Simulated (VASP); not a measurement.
# Cd (P6_3/mmc) in VASP: relaxation of cell and atoms with LDA

Aim: the relaxation of cell and atoms of Cd with LDA.

All numbers are computed with VASP 6.6.1; they aren't measurements. Logs are shortened: lines on timing, memory, paths and dates and some standing lists are left out, and cuts for length are marked.

**1. The cell of the first run**

The structure is hexagonal, space group P6_3/mmc (No. 194). The conventional cell has a = 2.979 Å, b = 2.979 Å, c = 5.618 Å, α = 90.00°, β = 90.00°, γ = 120.00°. Cd (site symmetry -6m2) has 12 Cd at 2.98 to 3.29 Å within 3.9 Å.

**2. Relaxation of cell and atoms, LDA**

The input, INCAR:

```
SYSTEM = Cd
PREC     = Accurate       ! precision mode
ENCUT    = 600            ! plane-wave cutoff, eV
EDIFF    = 1E-6           ! SCF threshold, eV
ISMEAR   = 1              ! smearing method
SIGMA    = 0.05           ! smearing width, eV
LREAL    = .FALSE.        ! projectors in reciprocal space
LASPH    = .TRUE.         ! aspherical terms in the spheres
NELM     = 60             ! most SCF steps
ALGO     = Normal         ! electronic algorithm
ISIF     = 3              ! what is computed and relaxed
LWAVE    = .FALSE.        ! write WAVECAR
LCHARG   = .FALSE.        ! write CHGCAR
GGA      = CA             ! functional
IBRION   = 2              ! ionic algorithm
NSW      = 80             ! ionic steps
EDIFFG   = -0.02          ! ionic threshold
```

The input, KPOINTS:

```
regular mesh
0
G
  18 18 8
  0 0 0
```

The input, POSCAR:

```
Cd
1.0
    2.9788700000      0.0000000000      0.0000000000
   -1.4894350000      2.5797770900      0.0000000000
    0.0000000000      0.0000000000      5.6176500000
Cd
2
Direct
    0.3333333333      0.6666666667      0.2500000000
    0.6666666667      0.3333333333      0.7500000000
```

Potentials or basis: VASP PAW LDA potentials, release 64 (Cd).

The run is started by

```console
> cat potpaw_LDA.64/Cd/POTCAR > POTCAR
> mpirun -np 1 vasp_std > vasp.out
```

OUTCAR:

```text
SYSTEM = Cd
   PREC = Accurate
   ENCUT = 600
   EDIFF = 1E-6
   ISMEAR = 1
   LREAL = .FALSE.
   LASPH = .TRUE.
   NELM = 60
   ISIF = 3
   GGA = CA
   IBRION = 2
   NSW = 80
   EDIFFG = -0.02

 ion  position               nearest neighbor table
   1  0.333  0.667  0.250-   2 3.29   2 3.29   2 3.29   2 3.29   2 3.29   2 3.29
   2  0.667  0.333  0.750-   1 3.29   1 3.29   1 3.29   1 3.29   1 3.29   1 3.29

  LATTYP: Found a hexagonal cell.
 ALAT       =     2.9788700000
 C/A-ratio  =     1.8858325472

  Lattice vectors:

 A1 = (   2.9788700000,   0.0000000000,   0.0000000000)
 A2 = (  -1.4894350000,   2.5797770900,   0.0000000000)
 A3 = (   0.0000000000,   0.0000000000,   5.6176500000)

Analysis of symmetry for initial positions (statically):
=====================================================================
 Subroutine PRICEL returns:
 Original cell was already a primitive cell.

 Routine SETGRP: Setting up the symmetry group for a
 hexagonal supercell.

 Subroutine GETGRP returns: Found 24 space group operations
 (whereof 12 operations were pure point group operations)
 out of a pool of 24 trial point group operations.

The static configuration has the point symmetry D_3d.
 The point group associated with its full space group is D_6h.

Analysis of symmetry for dynamics (positions and initial velocities):
=====================================================================
 Subroutine PRICEL returns:
 Original cell was already a primitive cell.

 Routine SETGRP: Setting up the symmetry group for a
 hexagonal supercell.

 Subroutine GETGRP returns: Found 24 space group operations
 (whereof 12 operations were pure point group operations)
 out of a pool of 24 trial point group operations.

The dynamic configuration has the point symmetry D_3d.
 The point group associated with its full space group is D_6h.

 Subroutine INISYM returns: Found 24 space group operations
 (whereof 12 operations are pure point group operations),
 and found     1 'primitive' translations

----------------------------------------------------------------------------------------

                                     Primitive cell

  volume of cell :      43.1706

  direct lattice vectors                    reciprocal lattice vectors
     2.978870000  0.000000000  0.000000000     0.335697765  0.193815195  0.000000000
    -1.489435000  2.579777090  0.000000000     0.000000000  0.387630390  0.000000000
     0.000000000  0.000000000  5.617650000     0.000000000  0.000000000  0.178010378

  length of vectors
     2.978870000  2.978869996  5.617650000     0.387630390  0.387630390  0.178010378

  position of ions in fractional coordinates (direct lattice)
     0.333333333  0.666666667  0.250000000
     0.666666667  0.333333333  0.750000000

  ion indices of the primitive-cell ions
   primitive index   ion index
                 1           1
                 2           2

----------------------------------------------------------------------------------------

 KPOINTS: regular mesh

Automatic generation of k-mesh.
 Grid dimensions read from file:
 generate k-points for:   18   18    8

 Generating k-lattice:

  Cartesian coordinates                     Fractional coordinates (reciprocal lattice)
     0.018649876  0.010767511  0.000000000     0.055555556  0.000000000  0.000000000
     0.000000000  0.021535022  0.000000000     0.000000000  0.055555556  0.000000000
     0.000000000  0.000000000  0.022251297     0.000000000  0.000000000  0.125000000

  Length of vectors
     0.021535022  0.021535022  0.022251297

  Shift w.r.t. Gamma in fractional coordinates (k-lattice)
     0.000000000  0.000000000  0.000000000

 Subroutine IBZKPT returns following result:
 ===========================================

 Found    185 irreducible k-points:

 Following reciprocal coordinates:
            Coordinates               Weight
  0.000000  0.000000  0.000000      1.000000
  0.055556 -0.000000  0.000000      6.000000
  0.111111 -0.000000  0.000000      6.000000
  0.166667  0.000000  0.000000      6.000000
  0.222222  0.000000  0.000000      6.000000
  0.277778  0.000000  0.000000      6.000000
[... 16 lines left out ...]
  0.333333  0.111111  0.000000     12.000000
  0.388889  0.111111  0.000000     12.000000
 [... further k-points ...]
   k-points           NKPTS =    185   k-points in BZ     NKDIM =    185   number of bands    NBANDS=     16
   number of dos      NEDOS =    301   number of ions     NIONS =      2
   total plane-waves  NPLWV =  27648
   dimension x,y,z NGX =    24 NGY =   24 NGZ =   48
   dimension x,y,z NGXF=    48 NGYF=   48 NGZF=   96
   ions per type =               2
   NGX,Y,Z   is equivalent  to a cutoff of  13.39, 13.39, 14.20 a.u.
   NGXF,Y,Z  is equivalent  to a cutoff of  26.79, 26.79, 28.41 a.u.
 SYSTEM =  Cd
   PREC   = accura    normal or accurate (medium, high low for compatibility)
   ISTART =      0    job   : 0-new  1-cont  2-samecut
   ICHARG =      2    charge: 1-file 2-atom 10-const
   ISPIN  =      1    spin polarized calculation?
   LNONCOLLINEAR =      F non collinear calculations
   LSORBIT =      F    spin-orbit coupling
   LASPH  =      T    aspherical Exc in radial PAW
   ENCUT  =  600.0 eV  44.10 Ry    6.64 a.u.   5.95  5.95 11.22*2*pi/ulx,y,z
   NELM   =     60;   NELMIN=  2; NELMDL= -5     # of ELM steps
   EDIFF  = 0.1E-05   stopping-criterion for ELM
   LREAL  =      F    real-space projection
   EDIFFG = -.2E-01   stopping-criterion for IOM
   NSW    =     80    number of steps for IOM
   IBRION =      2    ionic relax: 0-MD 1-quasi-New 2-CG
   NFREE  =      1    steps in history (QN), initial steepest desc. (CG)
   ISIF   =      3    stress and relaxation
   ISYM   =      2    0-nonsym 1-usesym 2-fastsym
   POTIM  = 0.5000    time-step for ionic-motion
   TEBEG  =    0.0;   TEEND  =   0.0 temperature during run
   PSTRESS=    0.0 pullay stress
   NELECT =      24.0000    total number of electrons
   NUPDOWN=      -1.0000    fix difference up-down
   EMIN   =  10.00;   EMAX   =-10.00  energy-range for DOS
   EFERMI =   0.00;   METHOD = LEGACY
   ISMEAR =     1;   SIGMA  =   0.05  broadening in eV -4-tet -1-fermi 0-gaus
   EFERMI_NEDOS =   21; number of points for ismear=-14 and -15
   IALGO  =     38    algorithm
   IMIX   =      4    mixing-type and parameters
     AMIX     =   0.40;   BMIX     =  1.00
     AMIX_MAG =   1.60;   BMIX_MAG =  1.00
  volume/ion in A,a.u.               =      21.59       145.66
  Fermi-wavevector in a.u.,A,eV,Ry     =   1.346116  2.543790 24.654136  1.812028
  Thomas-Fermi vector in A             =   2.473974
   LORBIT       =      0    0 simple, 1 ext, 2 COOP (PROOUT), +10 PAW based schemes
   GGA     = CA    functional components
   LHFCALC =     F    Hartree Fock is set to
   AEXX    =    0.0000 exact exchange contribution
   IVDW    =     0    specifies the selected vdW correction
   LEPSILON=     F    determine dielectric tensor
   LRPA    =     F    only Hartree local field effects (RPA)
 conjugate gradient relaxation of ions
 non-spin polarized calculation
 Methfessel and Paxton  Order N= 1 SIGMA  =   0.05
  energy-cutoff  :      600.00
  volume of cell :       43.17
 maximum number of plane-waves:      1460
 NGX is ok and might be reduce to    24
   NGX = 11   NGY = 11   NGZ = 23

--------------------------------------- Ionic step        1  -------------------------------------------

 number of electron      24.0000000 magnetization

 Free energy of the ion-electron system (eV)
  ---------------------------------------------------
  ext. energy  EPLUGINS =         0.00000000
  ---------------------------------------------------
  free energy    TOTEN  =        -3.00540404 eV

  energy without entropy =       -3.00555091  energy(sigma->0) =       -3.00545300

------------------------ aborting loop because EDIFF is reached ----------------------------------------

  FORCE on cell =-STRESS in cart. coord.  units (eV):
  Direction    XX          YY          ZZ          XY          YZ          ZX
  --------------------------------------------------------------------------------------
  -------------------------------------------------------------------------------------
  Total       -1.2271894     -1.2271894     -0.8436602      0.0000000     -0.0000000      0.0000000
  in kB      -45.5442714    -45.5442712    -31.3104821      0.0000000     -0.0000000      0.0000000
  external PRESSURE =     -40.7996749 kB  Pullay stress =       0.0000000 kB
[... 57 lines left out ...]
  energy  without entropy=       -3.0409051925  energy(sigma->0) =       -3.04111517

--------------------------------------- Ionic step        3  -------------------------------------------

 number of electron      24.0000002 magnetization

 Free energy of the ion-electron system (eV)
  ---------------------------------------------------
  ext. energy  EPLUGINS =         0.00000000
  ---------------------------------------------------
  free energy    TOTEN  =        -3.04381373 eV

  energy without entropy =       -3.04354721  energy(sigma->0) =       -3.04372489

 E-fermi :   3.3099     XC(G=0): -11.7163

 val. band max:        3.3049466882   @ k =   0.0556  -0.0000   0.2500
 cond. band min:       3.3201911578   @ k =   0.2222   0.0556   0.1250
 fundamental gap:      0.0152444696
 Fermi energy:         3.3098571544

 k-point     1 :       0.0000    0.0000    0.0000
  band No.  band energies     occupation
      1      -6.9515      2.00000
      2      -6.6770      2.00000
      3      -6.1768      2.00000
      4      -6.1768      2.00000
      5      -6.1189      2.00000
      6      -6.1189      2.00000
[... 8 lines left out ...]
     15      18.1126      0.00000
     16      18.6414      0.00000
[... 420 lines left out ...]
  band No.  band energies     occupation
      1      -6.9252      2.00000
      2      -6.7030      2.00000
      3      -6.6092      2.00000
      4      -6.0935      2.00000
      5      -5.9121      2.00000
      6      -5.8067      2.00000
[... 8 lines left out ...]
     15       7.8907      0.00000
     16       9.5544      0.00000

 [... further k-points ...]

------------------------ aborting loop because EDIFF is reached ----------------------------------------

  FORCE on cell =-STRESS in cart. coord.  units (eV):
  Direction    XX          YY          ZZ          XY          YZ          ZX
  --------------------------------------------------------------------------------------
  -------------------------------------------------------------------------------------
  Total        0.0021708      0.0021708     -0.0023363      0.0000000      0.0000000      0.0000000
  in kB        0.0859626      0.0859626     -0.0925187      0.0000000      0.0000000      0.0000000
  external PRESSURE =       0.0264688 kB  Pullay stress =       0.0000000 kB
[... 17 lines left out ...]
  FREE ENERGIE OF THE ION-ELECTRON SYSTEM (eV)
  ---------------------------------------------------
  free  energy   TOTEN  =        -3.0438137266 eV

  energy  without entropy=       -3.0435472071  energy(sigma->0) =       -3.04372489

 reached required accuracy - stopping structural energy minimisation
```

Wall time 4.4 min (1 thread of Oxide Virtual Turin-like, shared host); peak memory 0.22 GiB.

What came out:

```
Free energy                            : -3.0438 eV
Relaxed volume                         : 20.23 Å³/atom
Relaxed cell                           : a = 2.908 Å, b = 2.908 Å, c = 5.525 Å, α = 90.00°, β = 90.00°, γ = 120.00°
Space group after relaxing (to 0.05 Å) : P6_3/mmc (No. 194)
Energy gained by relaxing              : 19.2 meV/atom
Ionic steps                            : 3
Pressure after relaxing                : 0.0 GPa
Band gap on the k mesh                 : zero (band 12 reaches 4.86 eV, above the bottom of band 13 at 0.12 eV)
```

Step by step:
```tsv
step	energy change (eV)	largest force (eV/Å)	pressure (GPa)	volume (Å³)
1	0.0000	0.0000	-4.08	43.17
2	-0.0358	0.0000	1.29	39.83
3	-0.0384	0.0000	0.00	40.46
```

Final structure:
```xyz
2
Lattice="2.9077 0.0000 0.0000 -1.4539 2.5182 0.0000 0.0000 0.0000 5.5254" Properties=species:S:1:pos:R:3 pbc="T T T"
Cd    0.0000    1.6788    1.3814
Cd    1.4539    0.8394    4.1441
```

LDA usually gives volumes a few per cent too small. Zero-point motion and thermal expansion aren't in these numbers.
